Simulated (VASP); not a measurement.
Input of a VASP 6.6.1 run:

INCAR

```
PREC = Accurate
ENCUT = 520
EDIFF = 1E-6
ISMEAR = 0
SIGMA = 0.2
LREAL = False
LASPH = True
NELM = 80
ALGO = Normal
ISIF = 2
LWAVE = False
LCHARG = False
GGA = PE
NBANDS = 32
```

File KPOINTS:

```
Automatic mesh
0
Gamma
  4 4 2
```

File POSCAR:

```
Cd3Te2
1.0
    4.6400927249      0.0000000000      0.0000000000
    0.0000000000      4.6400927249      0.0000000000
    0.0000000000      0.0000000000      9.5289368837
Cd Te
3 2
Direct
    0.5000000000      0.5000000000      0.3576493585
    0.5000000000      0.5000000000      0.6423506415
    0.0000000000      0.0000000000      0.0000000000
    0.0000000000      0.5000000000      0.1758927104
    0.5000000000      0.0000000000      0.8241072896
```

Potentials or basis: VASP PAW PBE potentials, release 64 (Cd, Te).

The run is started by

```console
$ cat potpaw_PBE.64/Cd/POTCAR potpaw_PBE.64/Te/POTCAR > POTCAR
$ mpirun -np 1 vasp_std > vasp.out
```

**Question.** Predict the largest force.

**Answer.** 0.007 eV/Å.

**Question.** Predict the band gap on the k mesh.

**Answer.** 0.17 eV.

**Question.** What does it give for the pressure?

**Answer.** 0.3 GPa.

Stress tensor (GPa, compression positive):
```
0.23 0.00 0.00
0.00 0.23 0.00
0.00 0.00 0.35
```

Caveat: spin-orbit coupling is left out, which moves the levels of the heavy elements. A k mesh can miss the band edges.
